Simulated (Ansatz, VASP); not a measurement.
# Te in VASP and in Ansatz

```xyz
3
Lattice="5.4621 0.0000 0.0000 -2.7310 4.7303 0.0000 0.0000 0.0000 3.3483" Properties=species:S:1:pos:R:3 pbc="T T T"
Te    0.0000    0.0000    0.0000
Te    0.0000    3.1535    1.6741
Te    2.7310    1.5768    1.6741
```

Alike in both runs: task relaxation of cell and atoms; functional RPBE; k mesh 7 × 7 × 9; occupations fermi-dirac, width 0.1 eV; no spin polarisation.

|  | VASP | Ansatz |
| --- | --- | --- |
| version | VASP 6.6.1 | Ansatz 0.2.0 |
| potentials or method | VASP PAW PBE potentials, release 64 (Te), cutoff 600 eV | plane waves (420 eV) with PAW, scalar-relativistic |
| valence electrons in the cell | 18 | 48 |

```csv
,VASP,Ansatz,Ansatz less VASP
relaxed volume (Å³/atom),29.75,29.85,+0.097
relaxed cell length with the largest relative difference (Å),5.597,5.605,+0.0081
```

VASP's potentials were made for PBE, not for RPBE. VASP's potentials hold 18 valence electrons a cell and Ansatz's 48, so a difference there can come from the potentials and not from the codes.

Spin-orbit coupling is off throughout.
